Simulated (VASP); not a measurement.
Here is a VASP 6.6.1 calculation.

The input POSCAR:

```
MgO
1.0
    3.4841042127      0.0000000000      0.0000000000
   -1.7420521064      3.0173227576      0.0000000000
    0.0000000000      0.0000000000      4.1856875957
Mg O
2 2
Direct
    0.6666666667      0.3333333333      0.7500000000
    0.3333333333      0.6666666667      0.2500000000
    0.6752444380      0.3098984264      0.2500000000
    0.3333333333      0.6666666667      0.7500000000
```

The input INCAR.step1:

```
SYSTEM = MgO
ALGO = Normal ; EDIFF = 1E-4
ENCUT = 520 ; GGA = PE
ISMEAR = 0 ; LASPH = .True.
LCHARG = .False. ; LREAL = .False.
LWAVE = .True. ; NBANDS = 16
NELM = 100 ; PREC = Accurate
SIGMA = 0.05
```

The input INCAR.step2:

```
SYSTEM = MgO
ALGO = Normal ; EDIFF = 1E-7
ENCUT = 520 ; ISIF = 2
ISMEAR = 0 ; ISTART = 1
LASPH = .True. ; LCHARG = .False.
LMIXTAU = .True. ; LREAL = .False.
LWAVE = .False. ; METAGGA = R2SCAN
NBANDS = 16 ; NELM = 100
PREC = Accurate ; SIGMA = 0.05
```

The input KPOINTS:

```
k-points
0
Gamma
  6 6 6
  0 0 0
```

Potentials or basis: VASP PAW PBE potentials, release 64 (Mg, O).

Launch:

```bash
$ cat potpaw_PBE.64/Mg/POTCAR potpaw_PBE.64/O/POTCAR > POTCAR
$ cp INCAR.step1 INCAR
$ mpirun -np 1 vasp_std > vasp.out
$ cp INCAR.step2 INCAR
$ mpirun -np 1 vasp_std > vasp.out
```

Problem. What does it give for the largest force?

Solution. 1.023 eV/Å.

Problem. Estimate the pressure.

Solution. -0.3 GPa.

Problem. Predict the band gap on the k mesh.

Solution. 4.06 eV.

Stress tensor (GPa, compression positive):
```
-2.44  2.18  0.00
 2.18  2.40  0.00
 0.00  0.00 -0.92
```

Caveat: the cell differs from its parent crystal (atom 3 (O) moved +0.100 Å along Cartesian [1 -1 0]); the PAW data sets were made with another functional, which shifts forces and pressure a little.
